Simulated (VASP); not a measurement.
Here is a VASP 6.6.1 calculation.

File INCAR:

```
SYSTEM = Al2Cl3
PREC     = Accurate       ! precision mode
ENCUT    = 600            ! plane-wave cutoff, eV
EDIFF    = 1E-7           ! SCF threshold, eV
ISMEAR   = 0              ! smearing method
SIGMA    = 0.1            ! smearing width, eV
LREAL    = .False.        ! projectors in reciprocal space
LASPH    = .True.         ! aspherical terms in the spheres
NELM     = 80             ! most SCF steps
ALGO     = Normal         ! electronic algorithm
ISIF     = 3              ! what is computed and relaxed
LWAVE    = .False.        ! write WAVECAR
LCHARG   = .False.        ! write CHGCAR
GGA      = PE             ! functional
IBRION   = 2              ! ionic algorithm
NSW      = 90             ! ionic steps
EDIFFG   = -0.04          ! ionic threshold
```

KPOINTS

```
Automatic mesh
0
Gamma
  6 6 4
  0 0 0
```

POSCAR

```
Al2Cl3
1.0
    4.6254547972      0.0000000000      0.0000000000
   -2.3127273986      4.0057613584      0.0000000000
    0.0000000000      0.0000000000      5.5848101076
Al Cl
2 3
Direct
    0.3333333333      0.6666666667      0.1380000000
    0.6666666667      0.3333333333      0.8620000000
    0.0000000000      0.0000000000      0.0000000000
    0.3333333333      0.6666666667      0.6250000000
    0.6666666667      0.3333333333      0.3750000000
```

Potentials or basis: VASP PAW PBE potentials, release 64 (Al, Cl).

The run is started by

```console
$ cat potpaw_PBE.64/Al/POTCAR potpaw_PBE.64/Cl/POTCAR > POTCAR
$ mpirun -np 1 vasp_std > vasp.out
```

Task: Estimate the band gap on the k mesh.

Result: Zero (an odd number of electrons rules out a gap without spin polarisation).

Task: What does it give for the space group after relaxing (to 0.1 Å)?

Result: P-3m1 (No. 164).

Forces on the atoms (eV/Å):
```
Al   0.000  0.000  0.038
Al   0.000  0.000 -0.038
Cl   0.000  0.000  0.000
Cl   0.000  0.000 -0.020
Cl   0.000  0.000  0.020
```

Caveat: an odd number of electrons without spin polarisation forces a metal; a magnetic or distorted state may lie lower.
